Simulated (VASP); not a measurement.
# GeW: relaxation of shape and atoms at fixed volume with PBE

Crystal: GeW.

```
Ge W
1.0
     3.29867    0.00000    0.00000
     0.00000    3.29867    0.00000
     0.00000    0.00000    5.88773
Ge W
2 2
Direct
  0.50000 0.00000 0.36273
  0.00000 0.50000 0.63727
  0.50000 0.00000 0.85904
  0.00000 0.50000 0.14096
```

This cell differs from its parent crystal: volume scaled by 1.03.

```json
{
  "Program": "VASP 6.6.1",
  "Task": "relaxation of shape and atoms at fixed volume",
  "Functional": "PBE",
  "Potentials or basis": "VASP PAW PBE potentials, release 64 (Ge_d, W_sv)",
  "Cutoff": "600 eV",
  "k mesh": "12 × 12 × 6",
  "Occupations": "gaussian, width 0.1 eV",
  "Spin": "no spin polarisation",
  "Dipole correction": "no",
  "Further INCAR settings": "ALGO = Normal; EDIFF = 1e-06; IBRION = 2; EDIFFG = -0.01; NSW = 50; ISIF = 4"
}
```

```
Energy gained by relaxing    : 0.7 meV/atom
Ionic steps                  : 5
Pressure after relaxing      : -5.0 GPa
Largest force after relaxing : 0.006 eV/Å
Band gap on the k mesh       : zero (band 28 reaches 10.10 eV, above the bottom of band 29 at 9.59 eV)
```

Forces in eV/Å, atoms in the order of the input:
```
Ge   0.000  0.000  0.000
Ge   0.000  0.000  0.000
W    0.000  0.000  0.006
W    0.000  0.000 -0.006
```

Stress tensor (GPa, compression positive):
```
-4.94  0.00  0.00
 0.00 -4.94  0.00
 0.00  0.00 -5.04
```

The path:
```tsv
step	energy change (eV)	largest force (eV/Å)	pressure (GPa)	volume (Å³)
1	0.0000	0.1347	-5.48	64.07
2	-0.0019	0.0733	-5.20	64.07
3	-0.0025	0.0371	-5.13	64.07
4	-0.0025	0.0401	-5.00	64.07
5	-0.0026	0.0062	-4.98	64.07
```

Final structure:
```
CELL_PARAMETERS angstrom
3.29419 0.00000 0.00000
0.00000 3.29419 0.00000
0.00000 0.00000 5.90377
ATOMIC_POSITIONS crystal
Ge 0.50000 0.00000 0.36034
Ge 0.00000 0.50000 0.63966
W 0.50000 0.00000 0.86017
W 0.00000 0.50000 0.13983
```

Levels at points of the mesh, in eV from the Fermi level:
```csv
k point,band 26,band 27,band 28,band 29,band 30,band 31
"(0.00, 0.00, 0.00)",-0.83,-0.07,0.36,0.36,1.73,1.73
"(0.50, 0.00, 0.00)",-2.11,-0.52,-0.52,1.12,1.12,2.10
"(0.50, 0.50, 0.00)",-2.48,-1.96,-1.96,0.83,0.83,2.78
"(0.00, 0.00, 0.50)",-1.03,-0.82,-0.82,-0.07,0.43,2.44
"(0.50, 0.00, 0.50)",-2.30,-0.47,-0.47,1.90,1.90,2.53
"(0.50, 0.50, 0.50)",-3.06,-0.95,-0.95,2.35,2.35,2.78
```

It took 12 min on 1 thread of Intel(R) Xeon(R) Platinum 8259CL CPU @ 2.50GHz (Skylake/Cascade Lake) (shared host), peak memory 0.37 GiB.

Caveat: the cell differs from its parent crystal (volume scaled by 1.03); spin-orbit coupling is left out, which moves the levels of the heavy elements.
